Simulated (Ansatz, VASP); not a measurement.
# InGaAs2 in VASP and in Ansatz

Contents of POSCAR:

```
InGaAs2
1.0
    3.9456180596      0.0000000000      0.0000000000
    0.0000000000      3.9456180596      0.0000000000
    0.0000000000      0.0000000000      6.0703601957
In Ga As
1 1 2
Direct
    0.0000000000      0.0000000000      0.5000000000
    0.5000000000      0.5000000000      0.0000000000
    0.5000000000      0.0000000000      0.7698871174
    0.0000000000      0.5000000000      0.2301128826
```

INCAR.step1

```
PREC = Accurate ; ENCUT = 520
ISMEAR = 0 ; SIGMA = 0.03
LREAL = False ; LASPH = True
NELM = 80 ; NBANDS = 26
GGA = PE ; ALGO = Normal
EDIFF = 1E-4 ; LWAVE = True
LCHARG = False
```

Contents of INCAR.step2:

```
PREC = Accurate ; ENCUT = 520
EDIFF = 1E-7 ; ISMEAR = 0
SIGMA = 0.03 ; LREAL = False
LASPH = True ; NELM = 80
ALGO = Normal ; ISIF = 2
LWAVE = False ; LCHARG = True
METAGGA = R2SCAN ; LMIXTAU = True
LELF = True ; LVHAR = True
NBANDS = 26 ; ISTART = 1
```

The input KPOINTS:

```
Automatic mesh
0
Gamma
  8 8 6
```

Input for Ansatz:

```yaml
crystal:
  lattice:
    - [3.9456180596, 0.0, 0.0]
    - [0.0, 3.9456180596, 0.0]
    - [0.0, 0.0, 6.0703601957]
  atoms:
    - { symbol: In, position: [0.0, 0.0, 0.5] }
    - { symbol: Ga, position: [0.5, 0.5, 0.0] }
    - { symbol: As, position: [0.5, 0.0, 0.7698871174] }
    - { symbol: As, position: [0.0, 0.5, 0.2301128826] }
basis:
  ecutwfc: 500
kpoints:
  mp_grid: { grid: [8, 8, 6] }
hamiltonian:
  xc: r2scan
scf:
  occupations: { method: gaussian, width: 0.03 }
output:
  forces: true
  stress: true
  eigenvalues: true
```

Change from the starting cell: strain -0.050 along x and y, +0.025 along z, atoms carried along.

Alike in both runs: task single point; functional r2SCAN; k mesh 8 × 8 × 6; occupations gaussian, width 0.03 eV; no spin polarisation.

```csv
,VASP,Ansatz
version,VASP 6.6.1,Ansatz 0.2.0
potentials or method,"VASP PAW PBE potentials, release 64 (In_d, Ga_d, As), cutoff 520 eV","scalar-relativistic, plane waves, PAW"
valence electrons in the cell,36,56
```

|  | VASP | Ansatz | Ansatz less VASP |
| --- | --- | --- | --- |
| gap on the k mesh at the Fermi level (eV) | 0.60 | 0.61 | +0.009 |
| least direct gap on the mesh (eV) | 0.60 | 0.61 | +0.009 |
| pressure (GPa) | 5.8 | 5.7 | -0.06 |
| traceless stress, the component that is largest in VASP (GPa) | -2.88 | -2.87 | +0.006 |
| rms of the force components (eV/Å) | 0.022 | 0.025 | +0.0033 |

VASP's potentials were made for PBE, not for r2SCAN. Atom by atom the forces differ by 0.003 eV/Å (rms over components). VASP's potentials hold 36 valence electrons a cell and Ansatz's 56, so a difference there can come from the potentials and not from the codes.
